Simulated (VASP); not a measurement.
Wanted: the native input for a VASP 6.6.1 run.

```yaml
Task: single point
Functional: HF
Potentials_or_basis: VASP PAW PBE potentials, release 64 (Mg, S)
Cutoff: 520 eV
k_mesh: 6 × 6 × 6
Occupations: gaussian, width 0.01 eV
Spin: no spin polarisation
Dipole_correction: no
Grid_for_exact_exchange_PRECFOCK: Normal
Further_INCAR_settings: ALGO = Normal; EDIFF = 1e-07; NBANDS = 11
Share_of_exact_exchange: 1
```

The system is MgS.

```
Mg S
1.0
     0.00000    2.83088    2.83088
     2.83088    0.00000    2.83088
     2.83088    2.83088    0.00000
Mg S
1 1
Direct
  0.00000 0.00000 0.00000
  0.25000 0.25000 0.25000
```

The input as run:

POSCAR

```
MgS
1.0
    0.0000000000      2.8308768410      2.8308768410
    2.8308768410      0.0000000000      2.8308768410
    2.8308768410      2.8308768410      0.0000000000
Mg S
1 1
Direct
    0.0000000000      0.0000000000      0.0000000000
    0.2500000000      0.2500000000      0.2500000000
```

INCAR.step1

```
ALGO     = Normal         # electronic algorithm
EDIFF    = 1E-5           # SCF threshold, eV
ENCUT    = 520            # plane-wave cutoff, eV
GGA      = PE             # functional
ISIF     = 2              # what is computed and relaxed
ISMEAR   = 0              # smearing method
LASPH    = True           # aspherical terms in the spheres
LCHARG   = False          # write CHGCAR
LREAL    = False          # projectors in reciprocal space
LWAVE    = True           # write WAVECAR
NBANDS   = 11             # bands
NELM     = 60             # most SCF steps
PREC     = Accurate       # precision mode
SIGMA    = 0.01           # smearing width, eV
```

INCAR.step2

```
AEXX     = 1.0            # exact-exchange fraction
AGGAC    = 0.0          
ALDAC    = 0.0          
ALGO     = Normal         # electronic algorithm
EDIFF    = 1E-7           # SCF threshold, eV
ENCUT    = 520            # plane-wave cutoff, eV
GGA      = PE             # functional
ISIF     = 2              # what is computed and relaxed
ISMEAR   = 0              # smearing method
ISTART   = 1            
LASPH    = True           # aspherical terms in the spheres
LCHARG   = False          # write CHGCAR
LHFCALC  = True           # exact exchange
LREAL    = False          # projectors in reciprocal space
LWAVE    = False          # write WAVECAR
NBANDS   = 11             # bands
NELM     = 60             # most SCF steps
PREC     = Accurate       # precision mode
PRECFOCK = Normal       
SIGMA    = 0.01           # smearing width, eV
```

KPOINTS

```
k-points
0
Gamma
  6 6 6
```

Potentials or basis: VASP PAW PBE potentials, release 64 (Mg, S).

Run with:

```console
$ cat potpaw_PBE.64/Mg/POTCAR potpaw_PBE.64/S/POTCAR > POTCAR
$ cp INCAR.step1 INCAR
$ mpirun -np 1 vasp_std > vasp.out
$ cp INCAR.step2 INCAR
$ mpirun -np 1 vasp_std > vasp.out
```

It gave:

| Item | Value |
| --- | --- |
| Pressure | 2.1 GPa |
| Band gap on the k mesh | 11.00 eV |

Caveat: the PAW data sets were made with another functional, which shifts forces and pressure a little.

It took 20 min on 1 thread of Intel Xeon 8259CL (shared host), peak memory 0.2 GiB.
